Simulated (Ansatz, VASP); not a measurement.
## One calculation of Te2Mo, two programs

POSCAR

```
Te2Mo
1.0
    3.5602328140      0.0000000000      0.0000000000
   -1.7801164070      3.0832520603      0.0000000000
    0.0000000000      0.0000000000     17.5240578200
Te Mo
2 1
Direct
    0.3226325013      0.6452650027      0.9011345450
    0.3226325013      0.6452650027      0.1054236450
    0.0000000000      0.0000000000      0.0000000000
```

File INCAR.step1:

```
PREC = Accurate ; ENCUT = 520
ISMEAR = 0 ; SIGMA = 0.05
LREAL = F ; LASPH = T
NELM = 80 ; NBANDS = 20
GGA = PE ; ALGO = Normal
EDIFF = 1E-4 ; LWAVE = T
LCHARG = F
```

File INCAR.step2:

```
PREC = Accurate ; ENCUT = 520
EDIFF = 1E-7 ; ISMEAR = 0
SIGMA = 0.05 ; LREAL = F
LASPH = T ; NELM = 80
ALGO = Normal ; ISIF = 2
LWAVE = F ; LCHARG = F
METAGGA = R2SCAN ; LMIXTAU = T
NBANDS = 20 ; ISTART = 1
```

The input KPOINTS:

```
regular mesh
0
Gamma
  12 12 2
```

Input for Ansatz:

```yaml
crystal:
  lattice:
    - [3.560232814, 0.0, 0.0]
    - [-1.780116407, 3.0832520603, 0.0]
    - [0.0, 0.0, 17.52405782]
  atoms:
    - { symbol: Te, position: [0.3226325013, 0.6452650027, 0.901134545] }
    - { symbol: Te, position: [0.3226325013, 0.6452650027, 0.105423645] }
    - { symbol: Mo, position: [0.0, 0.0, 0.0] }
basis:
  ecutwfc: 500
kpoints:
  mp_grid: { grid: [12, 12, 2] }
hamiltonian:
  xc: r2scan
scf:
  occupations: { method: gaussian, width: 0.05 }
output:
  forces: true
  stress: true
  eigenvalues: true
```

Change from the starting cell: all Te atoms moved +0.087 Å, as atom 1 towards its neighbour atom 3 (Mo) at 2.726 Å.

Alike in both runs: task single point; functional r2SCAN; k mesh 12 × 12 × 2; occupations gaussian, width 0.05 eV; no spin polarisation.

|  | VASP | Ansatz |
| --- | --- | --- |
| version | VASP 6.6.1 | Ansatz 0.2.0 |
| potentials or method | VASP PAW PBE potentials, release 64 (Te, Mo_sv), cutoff 520 eV | scalar-relativistic, plane waves, PAW |
| valence electrons in the cell | 26 | 46 |

|  | VASP | Ansatz | Ansatz less VASP |
| --- | --- | --- | --- |
| gap on the k mesh at the Fermi level (eV) | 1.13 | 1.13 | -0.002 |
| least direct gap on the mesh (eV) | 1.13 | 1.13 | -0.002 |
| rms of the force components (eV/Å) | 0.656 | 0.654 | -0.0013 |

VASP's potentials were made for PBE, not for r2SCAN. Atom by atom the forces differ by 0.013 eV/Å (rms over components). VASP's potentials hold 26 valence electrons a cell and Ansatz's 46, so a difference there can come from the potentials and not from the codes.

Neither program's run includes spin-orbit coupling.
